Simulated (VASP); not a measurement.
# Si4C11 in VASP: notebook, part 3 of 3

VASP 6.6.1. The steps go on from the part before.

## 6. Single point, PBE

INCAR

```
SYSTEM = Si4C11
PREC = Accurate ; ENCUT = 520
EDIFF = 1E-6 ; ISMEAR = -1
SIGMA = 0.2482 ; LREAL = Auto
LASPH = .TRUE. ; NELM = 80
ALGO = Normal ; ISIF = 2
LWAVE = .FALSE. ; LCHARG = .FALSE.
GGA = PE ; ISYM = 0
NBANDS = 43
```

KPOINTS

```
Automatic mesh
0
Gamma
  1 1 1
  0.25 0.25 0.25
```

POSCAR

```
Si4C11
1.0
    5.5684850000      0.1677970000      0.0711490000
    0.1677970000      5.4749150000     -0.0943290000
    0.0711490000     -0.0943290000      5.5837510000
C Si
11 4
Direct
   -0.0582012747      0.7558344828      0.7371174097
    0.2141521878      0.3180812809      0.6603279006
    0.6272120065      0.9853868496      0.3741218133
    0.7367994583      0.4559193000      0.0596969433
    0.8067009901      0.5320589135      0.8160304098
    0.4203539982      1.0405961301      0.3021287349
    0.0365697473      0.9378668463      0.9036622766
    0.6960059941      0.4426537980      0.6049850646
    0.3997070566      0.5071759542     -0.0043901236
    0.4310425525      0.4394091537      0.7381336989
    0.1913022871      0.1911046534      0.4258147873
    0.0774916723      0.3123021787      0.9872017390
    0.2889758111      0.8183765609      0.0729932804
    0.8536792167      0.6374783833      0.3487768842
   -0.1594177238      0.2018767564      0.4262026090
```

Potentials or basis: VASP PAW PBE potentials, release 64 (C, Si).

Run with:

```
$ cat potpaw_PBE.64/C/POTCAR potpaw_PBE.64/Si/POTCAR > POTCAR
$ mpirun -np 1 vasp_std > vasp.out
```

OUTCAR:

```text
SYSTEM = Si4C11
   PREC = Accurate
   ENCUT = 520
   EDIFF = 1E-6
   ISMEAR = -1
   LREAL = Auto
   LASPH = .TRUE.
   NELM = 80
   ISIF = 2
   GGA = PE
   ISYM = 0

 ion  position               nearest neighbor table
   1  0.942  0.756  0.737-   7 1.47   5 1.55  14 2.32
   2  0.214  0.318  0.660-  11 1.47  10 1.48  12 1.96  15 2.59
   3  0.627  0.985  0.374-   6 1.25  15 1.75  14 2.22
   4  0.737  0.456  0.060-   5 1.49   9 1.93  14 2.01  12 2.04  15 2.57
   5  0.807  0.532  0.816-   8 1.43   4 1.49   1 1.55  12 2.14
   6  0.420  0.041  0.302-   3 1.25  11 1.60  13 1.92
   7  0.037  0.938  0.904-   1 1.47  13 1.82  12 2.12
   8  0.696  0.443  0.605-   5 1.43  10 1.64  15 1.77  14 2.03
   9  0.400  0.507  0.996-  10 1.48  13 1.81   4 1.93  12 2.14
  10  0.431  0.439  0.738-   9 1.48   2 1.48   8 1.64  12 2.53
  11  0.191  0.191  0.426-   2 1.47   6 1.60  15 1.95
  12  0.077  0.312  0.987-   2 1.96   4 2.04   7 2.12   5 2.14   9 2.14  10 2.53  15 2.86  14 2.86
[... 207 lines left out ...]

  FORCE on cell =-STRESS in cart. coord.  units (eV):
  Direction    XX          YY          ZZ          XY          YZ          ZX
  --------------------------------------------------------------------------------------
  -------------------------------------------------------------------------------------
  Total       -9.3891300      1.9668230    -10.9054636     -3.4342911     -1.4136715     11.8921945
  in kB      -88.4911467     18.5370128   -102.7823643    -32.3676804    -13.3236421    112.0821551
  external PRESSURE =     -57.5788328 kB  Pullay stress =       0.0000000 kB

 VOLUME and BASIS-vectors are now :
 -----------------------------------------------------------------------------
  energy-cutoff  :      520.00
  volume of cell :      169.99
      direct lattice vectors                 reciprocal lattice vectors
     5.568485000  0.167797000  0.071149000     0.179779798 -0.005551035 -0.002384558
     0.167797000  5.474915000 -0.094329000    -0.005551035  0.182875815  0.003160142
     0.071149000 -0.094329000  5.583751000    -0.002384558  0.003160142  0.179174851

 POSITION                                       TOTAL-FORCE (eV/Angst)
 -----------------------------------------------------------------------------------
      5.42366      4.22663      4.11159        -0.863461      1.099815      3.199847
      1.29286      1.71511      3.67234         3.742039      0.935213     -0.287143
      3.68458      5.46486      2.04068         6.481388     -2.952235      0.995774
      4.18361      2.61412      0.34275        -0.566609      1.423572     -0.046263
      4.63944      2.97136      4.56372         3.494515      4.058044      1.070941
      2.36904      0.26430      1.71309        -9.267139     -0.173699     -1.750347
      0.42530      5.05564      4.95996         0.587079     -1.692162     -0.233438
      3.99302      2.48321      3.38585        -3.758917     -0.059923      0.814222
      2.38170      2.74990      5.53983         1.804446     -0.985307     -0.578725
      2.52650      2.40843      4.11077        -1.909260     -2.034116     -2.796950
      1.12763      1.03822      2.37323         0.105006     -0.134727      0.692083
      0.55415      1.62971      5.48834         0.116466     -1.023170     -1.583645
      1.75167      4.52215      0.35094        -1.169510      0.334903      0.912866
      4.88548      3.60048      1.94809        -1.215128      2.809047     -0.189446
      4.74497      1.20610      2.42057         2.419085     -1.605255     -0.219775
 -----------------------------------------------------------------------------------
    total drift:                               -0.012107      0.010829     -0.020438

  FREE ENERGIE OF THE ION-ELECTRON SYSTEM (eV)
  ---------------------------------------------------
  free  energy   TOTEN  =      -105.4741701042 eV

  energy  without entropy=     -104.6393549139  energy(sigma->0) =     -105.05676251
```

OSZICAR:

```text
N       E                     dE             d eps       ncg     rms          rms(c)
DAV:   1     0.199962699640E+03    0.19996E+03   -0.27211E+04    86   0.124E+03
DAV:   2    -0.934636812889E+02   -0.29343E+03   -0.28012E+03   108   0.233E+02
DAV:   3    -0.113992356693E+03   -0.20529E+02   -0.20170E+02   100   0.606E+01
DAV:   4    -0.114560005283E+03   -0.56765E+00   -0.56562E+00   108   0.107E+01
DAV:   5    -0.114573111101E+03   -0.13106E-01   -0.13096E-01   108   0.169E+00    0.181E+01
DAV:   6    -0.106118497408E+03    0.84546E+01   -0.26364E+01   100   0.190E+01    0.957E+00
DAV:   7    -0.105585714997E+03    0.53278E+00   -0.40050E+00   108   0.844E+00    0.457E+00
DAV:   8    -0.105472689012E+03    0.11303E+00   -0.41605E-01   108   0.285E+00    0.188E+00
DAV:   9    -0.105470417667E+03    0.22713E-02   -0.78038E-02   108   0.121E+00    0.504E-01
DAV:  10    -0.105472786803E+03   -0.23691E-02   -0.77984E-03   100   0.415E-01    0.200E-01
DAV:  11    -0.105473746097E+03   -0.95929E-03   -0.14847E-03   100   0.181E-01    0.861E-02
DAV:  12    -0.105474037533E+03   -0.29144E-03   -0.34291E-04   108   0.820E-02    0.420E-02
DAV:  13    -0.105474138937E+03   -0.10140E-03   -0.10256E-04   100   0.448E-02    0.158E-02
DAV:  14    -0.105474164411E+03   -0.25474E-04   -0.28247E-05   108   0.230E-02    0.590E-03
DAV:  15    -0.105474169227E+03   -0.48160E-05   -0.50727E-06    92   0.972E-03    0.239E-03
DAV:  16    -0.105474170104E+03   -0.87690E-06   -0.82576E-07    76   0.428E-03
   1 F= -.10547417E+03 E0= -.10505676E+03  d E =-.834815E+00
```

Run time: 9.6 s. Hardware: 1 thread of Intel Xeon 6975P-C (Granite Rapids), shared host; peak memory 0.24 GiB.

What came out:

```yaml
Free_energy: -105.4742 eV
Pressure: -5.8 GPa
Largest_force: 9.433 eV/Å
Band_gap_on_the_k_mesh: 0.53 eV
```

Forces on the atoms (eV/Å):
```
C   -0.863  1.100  3.200
C    3.742  0.935 -0.287
C    6.481 -2.952  0.996
C   -0.567  1.424 -0.046
C    3.495  4.058  1.071
C   -9.267 -0.174 -1.750
C    0.587 -1.692 -0.233
C   -3.759 -0.060  0.814
C    1.804 -0.985 -0.579
C   -1.909 -2.034 -2.797
C    0.105 -0.135  0.692
Si   0.116 -1.023 -1.584
Si  -1.170  0.335  0.913
Si  -1.215  2.809 -0.189
Si   2.419 -1.605 -0.220
```

Stress tensor (GPa, compression positive):
```
 -8.85  -3.24  11.21
 -3.24   1.85  -1.33
 11.21  -1.33 -10.28
```

Caveat: the k points lie up to 1.15 Å⁻¹ apart.
